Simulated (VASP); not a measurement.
Here is a VASP 6.6.1 calculation.

The input POSCAR:

```
HfO2
1.0
    0.0000000000      2.5575000000      2.5575000000
    2.5575000000      0.0000000000      2.5575000000
    2.5575000000      2.5575000000      0.0000000000
Hf O
1 2
Direct
    0.0000000000      0.0000000000      0.0000000000
    0.7500000000      0.7500000000      0.7500000000
    0.2500000000      0.2500000000      0.2500000000
```

INCAR.step1

```
PREC     = Accurate       # precision mode
ENCUT    = 520            # plane-wave cutoff, eV
EDIFF    = 1E-5           # SCF threshold, eV
ISMEAR   = -1             # smearing method
SIGMA    = 0.05           # smearing width, eV
LREAL    = F              # projectors in reciprocal space
LASPH    = T              # aspherical terms in the spheres
NELM     = 80             # most SCF steps
ALGO     = Normal         # electronic algorithm
ISIF     = 2              # what is computed and relaxed
LWAVE    = T              # write WAVECAR
NBANDS   = 18             # bands
GGA      = PE             # functional
```

File INCAR.step2:

```
PREC     = Accurate       # precision mode
ENCUT    = 520            # plane-wave cutoff, eV
EDIFF    = 1E-7           # SCF threshold, eV
ISMEAR   = -1             # smearing method
SIGMA    = 0.05           # smearing width, eV
LREAL    = F              # projectors in reciprocal space
LASPH    = T              # aspherical terms in the spheres
NELM     = 80             # most SCF steps
ALGO     = Normal         # electronic algorithm
ISIF     = 2              # what is computed and relaxed
LWAVE    = F              # write WAVECAR
LCHARG   = T              # write CHGCAR
GGA      = PE             # functional
LHFCALC  = T              # exact exchange
HFSCREEN = 0.2079         # screening, 1/A
PRECFOCK = Normal       
LELF     = T              # ELF
LVHAR    = T            
NBANDS   = 18             # bands
ISTART   = 1
```

KPOINTS

```
regular mesh
0
Gamma
  5 5 5
```

Potentials or basis: VASP PAW PBE potentials, release 64 (Hf_pv, O).

Run with:

```sh
$ cat potpaw_PBE.64/Hf_pv/POTCAR potpaw_PBE.64/O/POTCAR > POTCAR
$ cp INCAR.step1 INCAR
$ mpirun -np 1 vasp_std > vasp.out
$ cp INCAR.step2 INCAR
$ mpirun -np 1 vasp_std > vasp.out
```

Question: Predict the pressure.

Answer: -13.2 GPa.

Question: What does it give for the band gap on the k mesh?

Answer: 5.60 eV (least direct gap 5.90 eV).

Caveat: the k points lie up to 0.43 Å⁻¹ apart; the PAW data sets were made with another functional, which shifts forces and pressure a little; spin-orbit coupling is left out, which moves the levels of the heavy elements; an odd mesh through Γ misses points on the zone boundary, where band edges can lie.
